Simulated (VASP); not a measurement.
A run of VASP 6.6.1 is set up as follows.

Contents of INCAR:

```
SYSTEM = AlN
  ALGO = Normal
  EDIFF = 1E-6
  ENCUT = 520
  GGA = PS
  GGA_COMPAT = .FALSE.
  ISIF = 2
  ISMEAR = 0
  ISPIN = 2
  LASPH = .TRUE.
  LCHARG = .FALSE.
  LORBIT = 11
  LREAL = .FALSE.
  LWAVE = .FALSE.
  MAGMOM = 0.5 0.5
  NBANDS = 15
  NELM = 200
  PREC = Accurate
  SIGMA = 0.05
```

File KPOINTS:

```
k-points
0
G
  1 1 35
  0 0 0
```

The input POSCAR:

```
AlN
1.0
   10.5000000000      0.0000000000      0.0000000000
    0.0000000000      9.3000000000      0.0000000000
    0.0000000000      0.0000000000      3.3672313440
Al N
1 1
Direct
    0.4999795489      0.5000000000      0.0000000000
    0.5000204511      0.5000000000      0.5000000000
```

Potentials or basis: VASP PAW PBE potentials, release 64 (Al, N).

Command:

```bash
$ cat potpaw_PBE.64/Al/POTCAR potpaw_PBE.64/N/POTCAR > POTCAR
$ mpirun -np 1 vasp_std > vasp.out
```

Q: What does it give for the band gap on the k mesh?

A: 2.46 eV (least direct gap 3.45 eV).

Q: What does it give for the net moment?

A: 0.00 μB per cell.
